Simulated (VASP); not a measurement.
# InO in VASP: single point with PBE

Aim: the single point of InO with PBE.

Everything below comes from runs of VASP 6.6.1. Logs are shortened: lines on timing, memory, paths and dates and some standing lists are left out, and cuts for length are marked.

### Step 1. The cell of the first run

The cell holds a slab with vacuum, 4 atoms: a = 3.450 Å, b = 3.450 Å, c = 15.868 Å, α = 90.00°, β = 90.00°, γ = 120.00°.

### Step 2. Single point, PBE

Input file INCAR:

```
PREC = Accurate ; ENCUT = 520
EDIFF = 1E-6 ; ISMEAR = -1
SIGMA = 0.05 ; LREAL = False
LASPH = True ; NELM = 60
ALGO = Normal ; ISIF = 2
LWAVE = False ; LCHARG = False
GGA = PE ; NBANDS = 27
```

Input file KPOINTS:

```
Automatic mesh
0
Gamma
  15 15 3
```

Input file POSCAR:

```
InO
1.0
    3.4497153543      0.0000000000      0.0000000000
   -1.7248576772      2.9875411327      0.0000000000
    0.0000000000      0.0000000000     15.8675786366
In O
2 2
Direct
    0.6666666667      0.3333333333      0.5900498397
    0.6666666667      0.3333333333      0.4099501603
    0.0000000000      0.0000000000      0.6396931412
    0.0000000000      0.0000000000      0.3603068588
```

Potentials or basis: VASP PAW PBE potentials, release 64 (In_d, O).

On the command line:

```console
> cat potpaw_PBE.64/In_d/POTCAR potpaw_PBE.64/O/POTCAR > POTCAR
> mpirun -np 1 vasp_std > vasp.out
```

OUTCAR:

```text
PREC = Accurate
   ENCUT = 520
   EDIFF = 1E-6
   ISMEAR = -1
   LREAL = False
   LASPH = True
   NELM = 60
   ISIF = 2
   GGA = PE

 ion  position               nearest neighbor table
   1  0.667  0.333  0.590-   3 2.14   3 2.14   3 2.14   2 2.86
   2  0.667  0.333  0.410-   4 2.14   4 2.14   4 2.14   1 2.86
   3  0.000  0.000  0.640-   1 2.14   1 2.14   1 2.14
   4  0.000  0.000  0.360-   2 2.14   2 2.14   2 2.14

  LATTYP: Found a hexagonal cell.
 ALAT       =     3.4497153543
 C/A-ratio  =     4.5996776565

  Lattice vectors:

 A1 = (   3.4497153543,   0.0000000000,   0.0000000000)
 A2 = (  -1.7248576772,   2.9875411327,   0.0000000000)
 A3 = (   0.0000000000,   0.0000000000,  15.8675786366)

Analysis of symmetry for initial positions (statically):
=====================================================================
 Subroutine PRICEL returns:
 Original cell was already a primitive cell.

 Routine SETGRP: Setting up the symmetry group for a
 hexagonal supercell.

 Subroutine GETGRP returns: Found 12 space group operations
 (whereof 12 operations were pure point group operations)
 out of a pool of 24 trial point group operations.

The static configuration has the point symmetry D_3h.

Analysis of symmetry for dynamics (positions and initial velocities):
=====================================================================
 Subroutine PRICEL returns:
 Original cell was already a primitive cell.

 Routine SETGRP: Setting up the symmetry group for a
 hexagonal supercell.

 Subroutine GETGRP returns: Found 12 space group operations
 (whereof 12 operations were pure point group operations)
 out of a pool of 24 trial point group operations.

The dynamic configuration has the point symmetry D_3h.

 Subroutine INISYM returns: Found 12 space group operations
 (whereof 12 operations are pure point group operations),
 and found     1 'primitive' translations

----------------------------------------------------------------------------------------

                                     Primitive cell

  volume of cell :     163.5339

  direct lattice vectors                    reciprocal lattice vectors
     3.449715354  0.000000000  0.000000000     0.289878989  0.167361712  0.000000000
    -1.724857677  2.987541133  0.000000000     0.000000000  0.334723425  0.000000000
     0.000000000  0.000000000 15.867578637     0.000000000  0.000000000  0.063021588

  length of vectors
     3.449715354  3.449715354 15.867578637     0.334723425  0.334723425  0.063021588

  position of ions in fractional coordinates (direct lattice)
     0.666666667  0.333333333  0.590049840
     0.666666667  0.333333333  0.409950160
     0.000000000  0.000000000  0.639693141
     0.000000000  0.000000000  0.360306859

  ion indices of the primitive-cell ions
   primitive index   ion index
                 1           1
                 2           2
                 3           3
                 4           4

----------------------------------------------------------------------------------------

 KPOINTS: Automatic mesh

Automatic generation of k-mesh.
 Grid dimensions read from file:
 generate k-points for:   15   15    3

 Generating k-lattice:

  Cartesian coordinates                     Fractional coordinates (reciprocal lattice)
     0.019325266  0.011157447  0.000000000     0.066666667  0.000000000  0.000000000
     0.000000000  0.022314895  0.000000000     0.000000000  0.066666667  0.000000000
     0.000000000  0.000000000  0.021007196     0.000000000  0.000000000  0.333333333

  Length of vectors
     0.022314895  0.022314895  0.021007196

  Shift w.r.t. Gamma in fractional coordinates (k-lattice)
     0.000000000  0.000000000  0.000000000

 Subroutine IBZKPT returns following result:
 ===========================================

 Found     54 irreducible k-points:

 Following reciprocal coordinates:
            Coordinates               Weight
  0.000000  0.000000  0.000000      1.000000
  0.066667  0.000000  0.000000      6.000000
  0.133333 -0.000000  0.000000      6.000000
  0.200000 -0.000000  0.000000      6.000000
  0.266667 -0.000000  0.000000      6.000000
  0.333333  0.000000  0.000000      6.000000
[... 16 lines left out ...]
  0.333333  0.200000  0.000000     12.000000
  0.400000  0.200000  0.000000      6.000000
 [... further k-points ...]
   k-points           NKPTS =     54   k-points in BZ     NKDIM =     54   number of bands    NBANDS=     27
   number of dos      NEDOS =    301   number of ions     NIONS =      4
   total plane-waves  NPLWV =  94080
   dimension x,y,z NGX =    28 NGY =   28 NGZ =  120
   dimension x,y,z NGXF=    56 NGYF=   56 NGZF=  240
   ions per type =               2   2
   NGX,Y,Z   is equivalent  to a cutoff of  13.49, 13.49, 12.57 a.u.
   NGXF,Y,Z  is equivalent  to a cutoff of  26.99, 26.99, 25.14 a.u.
 SYSTEM =  unknown system
   PREC   = accura    normal or accurate (medium, high low for compatibility)
   ISTART =      0    job   : 0-new  1-cont  2-samecut
   ICHARG =      2    charge: 1-file 2-atom 10-const
   ISPIN  =      1    spin polarized calculation?
   LNONCOLLINEAR =      F non collinear calculations
   LSORBIT =      F    spin-orbit coupling
   LASPH  =      T    aspherical Exc in radial PAW
   ENCUT  =  520.0 eV  38.22 Ry    6.18 a.u.   6.41  6.41 29.50*2*pi/ulx,y,z
   NELM   =     60;   NELMIN=  2; NELMDL= -5     # of ELM steps
   EDIFF  = 0.1E-05   stopping-criterion for ELM
   LREAL  =      F    real-space projection
   EDIFFG = 0.1E-04   stopping-criterion for IOM
   NSW    =      0    number of steps for IOM
   IBRION =     -1    ionic relax: 0-MD 1-quasi-New 2-CG
   NFREE  =      0    steps in history (QN), initial steepest desc. (CG)
   ISIF   =      2    stress and relaxation
   ISYM   =      2    0-nonsym 1-usesym 2-fastsym
   POTIM  = 0.5000    time-step for ionic-motion
   TEBEG  =    0.0;   TEEND  =   0.0 temperature during run
   PSTRESS=    0.0 pullay stress
   NELECT =      38.0000    total number of electrons
   NUPDOWN=      -1.0000    fix difference up-down
   EMIN   =  10.00;   EMAX   =-10.00  energy-range for DOS
   EFERMI =   0.00;   METHOD = LEGACY
   ISMEAR =    -1;   SIGMA  =   0.05  broadening in eV -4-tet -1-fermi 0-gaus
   EFERMI_NEDOS =   21; number of points for ismear=-14 and -15
   IALGO  =     38    algorithm
   IMIX   =      4    mixing-type and parameters
     AMIX     =   0.40;   BMIX     =  1.00
     AMIX_MAG =   1.60;   BMIX_MAG =  1.00
  volume/ion in A,a.u.               =      40.88       275.90
  Fermi-wavevector in a.u.,A,eV,Ry     =   1.006468  1.901949 13.782408  1.012978
  Thomas-Fermi vector in A             =   2.139213
   LORBIT       =      0    0 simple, 1 ext, 2 COOP (PROOUT), +10 PAW based schemes
   GGA     = PE    functional components
   LHFCALC =     F    Hartree Fock is set to
   AEXX    =    0.0000 exact exchange contribution
   IVDW    =     0    specifies the selected vdW correction
   LEPSILON=     F    determine dielectric tensor
   LRPA    =     F    only Hartree local field effects (RPA)
 non-spin polarized calculation
  energy-cutoff  :      520.00
  volume of cell :      163.53
 maximum number of plane-waves:      4449
 NGX is ok and might be reduce to    28
   NGX = 13   NGY = 13   NGZ = 59

 number of electron      37.9999988 magnetization

 Free energy of the ion-electron system (eV)
  ---------------------------------------------------
  ext. energy  EPLUGINS =         0.00000000
  ---------------------------------------------------
  free energy    TOTEN  =       -19.42369998 eV

  energy without entropy =      -19.42315133  energy(sigma->0) =      -19.42342565

 E-fermi :  -1.3543     XC(G=0):  -4.8919

 val. band max:       -1.5953888365   @ k =   0.3333   0.3333   0.3333
 cond. band min:      -1.2483813714   @ k =   0.0000   0.0000   0.3333
 fundamental gap:      0.3470074651
 Fermi energy:        -1.3543428278

 k-point     1 :       0.0000    0.0000    0.0000
  band No.  band energies     occupation
      1     -19.2963      2.00000
      2     -19.2764      2.00000
      3     -15.1544      2.00000
      4     -15.1544      2.00000
      5     -15.1106      2.00000
      6     -15.1106      2.00000
[... 19 lines left out ...]
     26       7.7770      0.00000
     27       7.7770      0.00000

 k-point     2 :       0.0667    0.0000    0.0000
  band No.  band energies     occupation
      1     -19.2897      2.00000
      2     -19.2706      2.00000
      3     -15.1766      2.00000
      4     -15.1433      2.00000
      5     -15.0985      2.00000
      6     -15.0980      2.00000
[... 19 lines left out ...]
     26       7.1442      0.00000
     27       7.6992      0.00000

 k-point     3 :       0.1333   -0.0000    0.0000
  band No.  band energies     occupation
      1     -19.2719      2.00000
      2     -19.2546      2.00000
      3     -15.1950      2.00000
      4     -15.1135      2.00000
      5     -15.0645      2.00000
      6     -15.0600      2.00000
[... 19 lines left out ...]
     26       6.8261      0.00000
     27       7.5043      0.00000

 k-point     4 :       0.2000   -0.0000    0.0000
  band No.  band energies     occupation
      1     -19.2479      2.00000
      2     -19.2332      2.00000
      3     -15.1947      2.00000
      4     -15.0753      2.00000
      5     -15.0150      2.00000
      6     -15.0016      2.00000
[... 19 lines left out ...]
     26       7.1454      0.00000
     27       7.2659      0.00000
[... 516 lines left out ...]
      4     -15.0735      2.00000
      5     -14.9866      2.00000
      6     -14.9222      2.00000
[... 19 lines left out ...]
     26       7.2297      0.00000
     27       8.5351      0.00000

 k-point    23 :       0.3333    0.2000    0.0000
  band No.  band energies     occupation
      1     -19.1799      2.00000
      2     -19.1714      2.00000
      3     -15.1288      2.00000
      4     -15.0839      2.00000
      5     -14.9870      2.00000
      6     -14.9084      2.00000
[... 19 lines left out ...]
     26       7.7665      0.00000
     27       8.3716      0.00000

 k-point    24 :       0.4000    0.2000    0.0000
  band No.  band energies     occupation
      1     -19.1775      2.00000
      2     -19.1692      2.00000
      3     -15.1235      2.00000
      4     -15.0886      2.00000
      5     -14.9863      2.00000
      6     -14.9035      2.00000
[... 19 lines left out ...]
     26       7.8634      0.00000
     27       8.0631      0.00000

 [... further k-points ...]
[... 5 lines left out ...]
  --------------------------------------------------------------------------------------
  -------------------------------------------------------------------------------------
  Total        0.1565212      0.1565212      0.0013349     -0.0000000      0.0000000      0.0000000
  in kB        1.5334728      1.5334728      0.0130785     -0.0000000      0.0000000      0.0000000
  external PRESSURE =       1.0266747 kB  Pullay stress =       0.0000000 kB

 VOLUME and BASIS-vectors are now :
 -----------------------------------------------------------------------------
  energy-cutoff  :      520.00
  volume of cell :      163.53
      direct lattice vectors                 reciprocal lattice vectors
     3.449715354  0.000000000  0.000000000     0.289878989  0.167361712  0.000000000
    -1.724857677  2.987541133  0.000000000     0.000000000  0.334723425  0.000000000
     0.000000000  0.000000000 15.867578637     0.000000000  0.000000000  0.063021588

 POSITION                                       TOTAL-FORCE (eV/Angst)
 -----------------------------------------------------------------------------------
      1.72486      0.99585      9.36266        -0.000000      0.000000     -0.032043
      1.72486      0.99585      6.50492        -0.000000      0.000000      0.032043
      0.00000      0.00000     10.15038         0.000000     -0.000000      0.035549
      0.00000      0.00000      5.71720         0.000000     -0.000000     -0.035549
 -----------------------------------------------------------------------------------
    total drift:                                0.000000     -0.000000      0.000000

  FREE ENERGIE OF THE ION-ELECTRON SYSTEM (eV)
  ---------------------------------------------------
  free  energy   TOTEN  =       -19.4236999777 eV

  energy  without entropy=      -19.4231513315  energy(sigma->0) =      -19.42342565
```

Run time: 12 min. Hardware: 1 thread of AMD EPYC 7R43 (Zen 3), shared host; peak memory 0.36 GiB.

Results:

```yaml
Free_energy: -19.4237 eV
Largest_force: 0.036 eV/Å
Band_gap_on_the_k_mesh: 0.35 eV (least direct gap 1.10 eV)
```

Forces on the atoms (eV/Å):
```
In   0.000  0.000 -0.032
In   0.000  0.000  0.032
O    0.000  0.000  0.036
O    0.000  0.000 -0.036
```

Caveat: spin-orbit coupling is left out, which moves the levels of the heavy elements.
